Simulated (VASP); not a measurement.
Wanted: the native input for a VASP 6.6.1 run.

```
Task                   : single point
Functional             : PBE
Potentials or basis    : VASP PAW PBE potentials, release 64 (Cu)
Cutoff                 : 520 eV
k mesh                 : 15 × 15 × 15
Occupations            : fermi-dirac, width 0.2 eV
Spin                   : no spin polarisation
Dipole correction      : no
Further INCAR settings : ALGO = Normal; EDIFF = 1e-06; NBANDS = 12
```

The structure of Cu lies in POSCAR:

```
Cu
1.0
    0.0000000000      1.8145751207      1.8145751207
    1.8145751207      0.0000000000      1.8145751207
    1.8145751207      1.8145751207      0.0000000000
Cu
1
Direct
    0.0000000000      0.0000000000      0.0000000000
```

One way to write it, as run:

INCAR

```
ALGO     = Normal         # electronic algorithm
EDIFF    = 1E-6           # SCF threshold, eV
ENCUT    = 520            # plane-wave cutoff, eV
GGA      = PE             # functional
ISIF     = 2              # what is computed and relaxed
ISMEAR   = -1             # smearing method
LASPH    = True           # aspherical terms in the spheres
LCHARG   = False          # write CHGCAR
LREAL    = False          # projectors in reciprocal space
LWAVE    = False          # write WAVECAR
NBANDS   = 12             # bands
NELM     = 100            # most SCF steps
PREC     = Accurate       # precision mode
SIGMA    = 0.2            # smearing width, eV
```

KPOINTS

```
k-points
0
Gamma
  15 15 15
```

Potentials or basis: VASP PAW PBE potentials, release 64 (Cu).

The run is started by

```bash
$ cat potpaw_PBE.64/Cu/POTCAR > POTCAR
$ mpirun -np 1 vasp_std > vasp.out
```

Results of the run:

```json
{
  "Pressure": "0.8 GPa"
}
```

It took 33 s on 1 thread of Intel Xeon 8259CL (shared host), peak memory 0.1 GiB.
